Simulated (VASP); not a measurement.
Write the native input for VASP 6.6.1 that does the following.

- Task: single point
- Functional: r2SCAN
- Potentials or basis: VASP PAW PBE potentials, release 64 (B)
- Cutoff: 520 eV
- k mesh: 9 × 9 × 4
- Occupations: gaussian, width 0.1 eV
- Spin: no spin polarisation
- Dipole correction: no
- Further INCAR settings: ALGO = Normal; EDIFF = 1e-06; NBANDS = 14

The system is B.

```xyz
4
Lattice="2.3370 0.0000 0.0000 -1.1685 2.0239 0.0000 0.0000 0.0000 6.3651" Properties=species:S:1:pos:R:3 pbc="T T T"
B     0.0000    0.0000    1.5913
B     0.0000    0.0000    4.7738
B     0.0000    1.3493    4.7738
B     1.1685    0.6746    1.5913
```

The input as run:

POSCAR

```
B
1.0
    2.3370407808      0.0000000000      0.0000000000
   -1.1685203904      2.0239366858      0.0000000000
    0.0000000000      0.0000000000      6.3651110696
B
4
Direct
    0.0000000000      0.0000000000      0.2500000000
    0.0000000000      0.0000000000      0.7500000000
    0.3333333333      0.6666666667      0.7500000000
    0.6666666667      0.3333333333      0.2500000000
```

INCAR.step1

```
  ALGO = Normal
  EDIFF = 1E-4
  ENCUT = 520
  GGA = PE
  ISMEAR = 0
  LASPH = T
  LCHARG = F
  LREAL = F
  LWAVE = T
  NBANDS = 14
  NELM = 100
  PREC = Accurate
  SIGMA = 0.1
```

INCAR.step2

```
  ALGO = Normal
  EDIFF = 1E-6
  ENCUT = 520
  ISIF = 2
  ISMEAR = 0
  ISTART = 1
  LASPH = T
  LCHARG = F
  LMIXTAU = T
  LREAL = F
  LWAVE = F
  METAGGA = R2SCAN
  NBANDS = 14
  NELM = 100
  PREC = Accurate
  SIGMA = 0.1
```

KPOINTS

```
k-points
0
Gamma
  9 9 4
```

Potentials or basis: VASP PAW PBE potentials, release 64 (B).

Launch:

```sh
$ cat potpaw_PBE.64/B/POTCAR > POTCAR
$ cp INCAR.step1 INCAR
$ mpirun -np 1 vasp_std > vasp.out
$ cp INCAR.step2 INCAR
$ mpirun -np 1 vasp_std > vasp.out
```

It gave:

```json
{"Pressure": "181.7 GPa", "Band gap on the k mesh": "zero (band 6 reaches 7.68 eV, above the bottom of band 7 at 1.72 eV)"}
```

Caveat: the PAW data sets were made with another functional, which shifts forces and pressure a little.

Run time: 48 s on 1 thread of Intel(R) Xeon(R) 6975P-C (Granite Rapids), on a shared host, peak memory 0.14 GiB.
